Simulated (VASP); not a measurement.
# Ag (Im-3m) in VASP: a series of runs

Ag is run at these levels: RPBE; tasks: single point.

Program: VASP 6.6.1. These are calculated values, not measurements. Logs are shortened: lines on timing, memory, paths and dates and some standing lists are left out, and cuts for length are marked.

## Step 1: The cell of the first run

It takes space group Im-3m (No. 229, cubic). Conventional cell: a = 3.356 Å, b = 3.356 Å, c = 3.356 Å, α = 90.00°, β = 90.00°, γ = 90.00°. Within 3.8 Å of Ag (site symmetry m-3m) lie 14 Ag at 2.91 to 3.36 Å.

## Step 2: Single point, RPBE

Contents of INCAR:

```
PREC = Accurate
ENCUT = 520
EDIFF = 1E-6
ISMEAR = -1
SIGMA = 0.1
LREAL = F
LASPH = T
NELM = 80
ALGO = Normal
ISIF = 2
LWAVE = F
LCHARG = F
GGA = RP
NBANDS = 12
```

Contents of KPOINTS:

```
regular mesh
0
Gamma
  15 15 15
```

Contents of POSCAR:

```
Ag
1.0
   -1.6780449037      1.6780449037      1.6780449037
    1.6780449037     -1.6780449037      1.6780449037
    1.6780449037      1.6780449037     -1.6780449037
Ag
1
Direct
    0.0000000000      0.0000000000      0.0000000000
```

Potentials or basis: VASP PAW PBE potentials, release 64 (Ag).

On the command line:

```bash
$ cat potpaw_PBE.64/Ag/POTCAR > POTCAR
$ mpirun -np 1 vasp_std > vasp.out
```

OUTCAR:

```text
PREC = Accurate
   ENCUT = 520
   EDIFF = 1E-6
   ISMEAR = -1
   LREAL = F
   LASPH = T
   NELM = 80
   ISIF = 2
   GGA = RP

 ion  position               nearest neighbor table
   1  0.000  0.000  0.000-

  LATTYP: Found a body centered cubic cell.
 ALAT       =     3.3560898074

  Lattice vectors:

 A1 = (  -1.6780449037,   1.6780449037,   1.6780449037)
 A2 = (   1.6780449037,  -1.6780449037,   1.6780449037)
 A3 = (   1.6780449037,   1.6780449037,  -1.6780449037)

Analysis of symmetry for initial positions (statically):
=====================================================================
 Subroutine PRICEL returns:
 Original cell was already a primitive cell.

 Routine SETGRP: Setting up the symmetry group for a
 body centered cubic supercell.

 Subroutine GETGRP returns: Found 48 space group operations
 (whereof 48 operations were pure point group operations)
 out of a pool of 48 trial point group operations.

The static configuration has the point symmetry O_h .

Analysis of symmetry for dynamics (positions and initial velocities):
=====================================================================
 Subroutine PRICEL returns:
 Original cell was already a primitive cell.

 Routine SETGRP: Setting up the symmetry group for a
 body centered cubic supercell.

 Subroutine GETGRP returns: Found 48 space group operations
 (whereof 48 operations were pure point group operations)
 out of a pool of 48 trial point group operations.

The dynamic configuration has the point symmetry O_h .

 Subroutine INISYM returns: Found 48 space group operations
 (whereof 48 operations are pure point group operations),
 and found     1 'primitive' translations

----------------------------------------------------------------------------------------

                                     Primitive cell

  volume of cell :      18.9004

  direct lattice vectors                    reciprocal lattice vectors
    -1.678044904  1.678044904  1.678044904     0.000000000  0.297965805  0.297965805
     1.678044904 -1.678044904  1.678044904     0.297965805  0.000000000  0.297965805
     1.678044904  1.678044904 -1.678044904     0.297965805  0.297965805  0.000000000

  length of vectors
     2.906459031  2.906459031  2.906459031     0.421387282  0.421387282  0.421387282

  position of ions in fractional coordinates (direct lattice)
     0.000000000  0.000000000  0.000000000

  ion indices of the primitive-cell ions
   primitive index   ion index
                 1           1

----------------------------------------------------------------------------------------

 KPOINTS: regular mesh

Automatic generation of k-mesh.
 Grid dimensions read from file:
 generate k-points for:   15   15   15

 Generating k-lattice:

  Cartesian coordinates                     Fractional coordinates (reciprocal lattice)
     0.000000000  0.019864387  0.019864387     0.066666667  0.000000000  0.000000000
     0.019864387  0.000000000  0.019864387     0.000000000  0.066666667  0.000000000
     0.019864387  0.019864387  0.000000000     0.000000000  0.000000000  0.066666667

  Length of vectors
     0.028092485  0.028092485  0.028092485

  Shift w.r.t. Gamma in fractional coordinates (k-lattice)
     0.000000000  0.000000000  0.000000000

 Subroutine IBZKPT returns following result:
 ===========================================

 Found    120 irreducible k-points:

 Following reciprocal coordinates:
            Coordinates               Weight
  0.000000  0.000000  0.000000      1.000000
  0.066667  0.000000  0.000000     12.000000
  0.133333  0.000000  0.000000     12.000000
  0.200000  0.000000  0.000000     12.000000
  0.266667  0.000000  0.000000     12.000000
  0.333333  0.000000  0.000000     12.000000
[... 16 lines left out ...]
  0.333333  0.200000  0.000000     48.000000
  0.400000  0.200000  0.000000     24.000000
 [... further k-points ...]
   k-points           NKPTS =    120   k-points in BZ     NKDIM =    120   number of bands    NBANDS=     12
   number of dos      NEDOS =    301   number of ions     NIONS =      1
   total plane-waves  NPLWV =  13824
   dimension x,y,z NGX =    24 NGY =   24 NGZ =   24
   dimension x,y,z NGXF=    48 NGYF=   48 NGZF=   48
   ions per type =               1
   NGX,Y,Z   is equivalent  to a cutoff of  13.73, 13.73, 13.73 a.u.
   NGXF,Y,Z  is equivalent  to a cutoff of  27.46, 27.46, 27.46 a.u.
 SYSTEM =  unknown system
   PREC   = accura    normal or accurate (medium, high low for compatibility)
   ISTART =      0    job   : 0-new  1-cont  2-samecut
   ICHARG =      2    charge: 1-file 2-atom 10-const
   ISPIN  =      1    spin polarized calculation?
   LNONCOLLINEAR =      F non collinear calculations
   LSORBIT =      F    spin-orbit coupling
   LASPH  =      T    aspherical Exc in radial PAW
   ENCUT  =  520.0 eV  38.22 Ry    6.18 a.u.   5.40  5.40  5.40*2*pi/ulx,y,z
   NELM   =     80;   NELMIN=  2; NELMDL= -5     # of ELM steps
   EDIFF  = 0.1E-05   stopping-criterion for ELM
   LREAL  =      F    real-space projection
   EDIFFG = 0.1E-04   stopping-criterion for IOM
   NSW    =      0    number of steps for IOM
   IBRION =     -1    ionic relax: 0-MD 1-quasi-New 2-CG
   NFREE  =      0    steps in history (QN), initial steepest desc. (CG)
   ISIF   =      2    stress and relaxation
   ISYM   =      2    0-nonsym 1-usesym 2-fastsym
   POTIM  = 0.5000    time-step for ionic-motion
   TEBEG  =    0.0;   TEEND  =   0.0 temperature during run
   PSTRESS=    0.0 pullay stress
   NELECT =      11.0000    total number of electrons
   NUPDOWN=      -1.0000    fix difference up-down
   EMIN   =  10.00;   EMAX   =-10.00  energy-range for DOS
   EFERMI =   0.00;   METHOD = LEGACY
   ISMEAR =    -1;   SIGMA  =   0.10  broadening in eV -4-tet -1-fermi 0-gaus
   EFERMI_NEDOS =   21; number of points for ismear=-14 and -15
   IALGO  =     38    algorithm
   IMIX   =      4    mixing-type and parameters
     AMIX     =   0.40;   BMIX     =  1.00
     AMIX_MAG =   1.60;   BMIX_MAG =  1.00
  volume/ion in A,a.u.               =      18.90       127.55
  Fermi-wavevector in a.u.,A,eV,Ry     =   1.366833  2.582940 25.418849  1.868233
  Thomas-Fermi vector in A             =   2.492939
   LORBIT       =      0    0 simple, 1 ext, 2 COOP (PROOUT), +10 PAW based schemes
   GGA     = RP    functional components
   LHFCALC =     F    Hartree Fock is set to
   AEXX    =    0.0000 exact exchange contribution
   IVDW    =     0    specifies the selected vdW correction
   LEPSILON=     F    determine dielectric tensor
   LRPA    =     F    only Hartree local field effects (RPA)
 non-spin polarized calculation
  energy-cutoff  :      520.00
  volume of cell :       18.90
 maximum number of plane-waves:       531
 NGX is ok and might be reduce to    24
   NGX = 11   NGY = 11   NGZ = 11

 number of electron      10.9999997 magnetization

 Free energy of the ion-electron system (eV)
  ---------------------------------------------------
  ext. energy  EPLUGINS =         0.00000000
  ---------------------------------------------------
  free energy    TOTEN  =        -2.17975848 eV

  energy without entropy =       -2.17078469  energy(sigma->0) =       -2.17527159

 E-fermi :   7.2816     XC(G=0): -11.4626

 val. band max:        7.2048425710   @ k =  -0.3333   0.4667   0.0667
 cond. band min:       7.2847383101   @ k =  -0.4000   0.4667   0.0667
 fundamental gap:      0.0798957391
 Fermi energy:         7.2816358256

 k-point     1 :       0.0000    0.0000    0.0000
  band No.  band energies     occupation
      1       0.2264      2.00000
      2       2.6449      2.00000
      3       2.6449      2.00000
      4       2.6449      2.00000
      5       3.7607      2.00000
      6       3.7607      2.00000
      7      24.8092      0.00000
      8      24.8092      0.00000
      9      24.8092      0.00000
     10      29.6839      0.00000
     11      29.6839      0.00000
     12      29.6839      0.00000

 k-point     2 :       0.0667    0.0000    0.0000
  band No.  band energies     occupation
      1       0.3616      2.00000
      2       2.6150      2.00000
      3       2.6508      2.00000
      4       2.7161      2.00000
      5       3.7286      2.00000
      6       3.7628      2.00000
      7      24.3624      0.00000
      8      24.7380      0.00000
      9      24.8738      0.00000
     10      28.3431      0.00000
     11      28.3958      0.00000
     12      28.8252      0.00000

 k-point     3 :       0.1333    0.0000    0.0000
  band No.  band energies     occupation
      1       0.7446      2.00000
      2       2.5315      2.00000
      3       2.6760      2.00000
      4       2.9223      2.00000
      5       3.6567      2.00000
      6       3.7697      2.00000
      7      22.8169      0.00000
      8      24.2551      0.00000
      9      25.0491      0.00000
     10      27.1442      0.00000
     11      27.1894      0.00000
     12      27.7197      0.00000

 k-point     4 :       0.2000    0.0000    0.0000
  band No.  band energies     occupation
      1       1.2600      2.00000
      2       2.4110      2.00000
      3       2.8031      2.00000
      4       3.2408      2.00000
      5       3.5997      2.00000
      6       3.7823      2.00000
      7      20.4429      0.00000
      8      23.2467      0.00000
      9      25.2876      0.00000
     10      25.4556      0.00000
     11      26.6912      0.00000
     12      28.1203      0.00000

 k-point     5 :       0.2667    0.0000    0.0000
  band No.  band energies     occupation
      1       1.5848      2.00000
      2       2.2761      2.00000
      3       3.3394      2.00000
      4       3.5942      2.00000
      5       3.6314      2.00000
      6       3.8007      2.00000
      7      17.8440      0.00000
      8      22.1509      0.00000
      9      23.8412      0.00000
     10      25.5330      0.00000
     11      26.6068      0.00000
     12      29.1942      0.00000
[... 228 lines left out ...]
      1       1.9307      2.00000
      2       2.3721      2.00000
      3       2.8410      2.00000
      4       3.5414      2.00000
      5       3.9041      2.00000
      6       5.4059      2.00000
      7      16.8936      0.00000
      8      17.4678      0.00000
      9      21.8415      0.00000
     10      26.1408      0.00000
     11      28.8728      0.00000
     12      31.3719      0.00000

 k-point    22 :       0.2667    0.2000   -0.0000
  band No.  band energies     occupation
      1       1.8914      2.00000
      2       2.2900      2.00000
      3       3.0740      2.00000
      4       3.6075      2.00000
      5       3.9707      2.00000
      6       6.7018      1.99395
      7      14.6847      0.00000
      8      16.5189      0.00000
      9      21.2184      0.00000
     10      26.4226      0.00000
     11      29.1272      0.00000
     12      32.0199      0.00000

 k-point    23 :       0.3333    0.2000    0.0000
  band No.  band energies     occupation
      1       1.8298      2.00000
      2       2.2275      2.00000
      3       3.2236      2.00000
      4       3.6826      2.00000
      5       4.0508      2.00000
      6       8.2125      0.00018
      7      12.5138      0.00000
      8      16.0099      0.00000
      9      20.8184      0.00000
     10      26.6666      0.00000
     11      29.2876      0.00000
     12      32.0292      0.00000

 k-point    24 :       0.4000    0.2000    0.0000
  band No.  band energies     occupation
      1       1.8028      2.00000
      2       2.2073      2.00000
      3       3.2674      2.00000
      4       3.7097      2.00000
      5       4.0947      2.00000
      6       9.3721      0.00000
      7      11.1303      0.00000
      8      15.8339      0.00000
      9      20.6806      0.00000
     10      26.7678      0.00000
     11      29.3339      0.00000
     12      32.0069      0.00000

 [... further k-points ...]

------------------------ aborting loop because EDIFF is reached ----------------------------------------

  FORCE on cell =-STRESS in cart. coord.  units (eV):
  Direction    XX          YY          ZZ          XY          YZ          ZX
  --------------------------------------------------------------------------------------
  -------------------------------------------------------------------------------------
  Total       -0.0396607     -0.0396607     -0.0396607      0.0000000      0.0000000      0.0000000
  in kB       -3.3620218     -3.3620218     -3.3620218      0.0000000      0.0000000      0.0000000
  external PRESSURE =      -3.3620218 kB  Pullay stress =       0.0000000 kB

 VOLUME and BASIS-vectors are now :
 -----------------------------------------------------------------------------
  energy-cutoff  :      520.00
  volume of cell :       18.90
      direct lattice vectors                 reciprocal lattice vectors
    -1.678044904  1.678044904  1.678044904     0.000000000  0.297965805  0.297965805
     1.678044904 -1.678044904  1.678044904     0.297965805  0.000000000  0.297965805
     1.678044904  1.678044904 -1.678044904     0.297965805  0.297965805  0.000000000

 POSITION                                       TOTAL-FORCE (eV/Angst)
 -----------------------------------------------------------------------------------
      0.00000      0.00000      0.00000         0.000000     -0.000000      0.000000
 -----------------------------------------------------------------------------------
    total drift:                                0.000000      0.000000     -0.000000

  FREE ENERGIE OF THE ION-ELECTRON SYSTEM (eV)
  ---------------------------------------------------
  free  energy   TOTEN  =        -2.1797584779 eV

  energy  without entropy=       -2.1707846935  energy(sigma->0) =       -2.17527159
```

It took 22 s on 1 thread of Intel Xeon 8259CL, shared host; peak memory 0.16 GiB.

Results:

```yaml
Free_energy: -2.1798 eV
Pressure: -0.3 GPa
```

Caveat: the PAW data sets were made with another functional, which shifts forces and pressure a little.

## Step 3: Single point, RPBE (volume scaled by 1.04)

Contents of INCAR:

```
PREC = Accurate
ENCUT = 520
EDIFF = 1E-6
ISMEAR = -1
SIGMA = 0.1
LREAL = False
LASPH = True
NELM = 80
ALGO = Normal
ISIF = 2
LWAVE = False
LCHARG = True
GGA = RP
LELF = True
LVHAR = True
NBANDS = 12
```

KPOINTS is that of step 2.

Contents of POSCAR:

```
Ag
1.0
   -1.7001269742      1.7001269742      1.7001269742
    1.7001269742     -1.7001269742      1.7001269742
    1.7001269742      1.7001269742     -1.7001269742
Ag
1
Direct
    0.0000000000      0.0000000000      0.0000000000
```

Potentials or basis: VASP PAW PBE potentials, release 64 (Ag).

On the command line:

```bash
$ cat potpaw_PBE.64/Ag/POTCAR > POTCAR
$ mpirun -np 1 vasp_std > vasp.out
```

Wall time 27 s (1 thread of Intel Xeon 8259CL, shared host); peak memory 0.16 GiB.

It converged, with:

- Free energy: -2.1725 eV
- Pressure: -2.8 GPa

Levels at points of the mesh, in eV from the Fermi level:
```tsv
k point	band 3	band 4	band 5	band 6	band 7	band 8	band 9	band 10
(0.00, 0.00, 0.00)	-4.52	-4.52	-3.48	-3.48	17.35	17.35	17.35	21.69
```

Caveat: the PAW data sets were made with another functional, which shifts forces and pressure a little.

(Continued in part 2 of 2.)
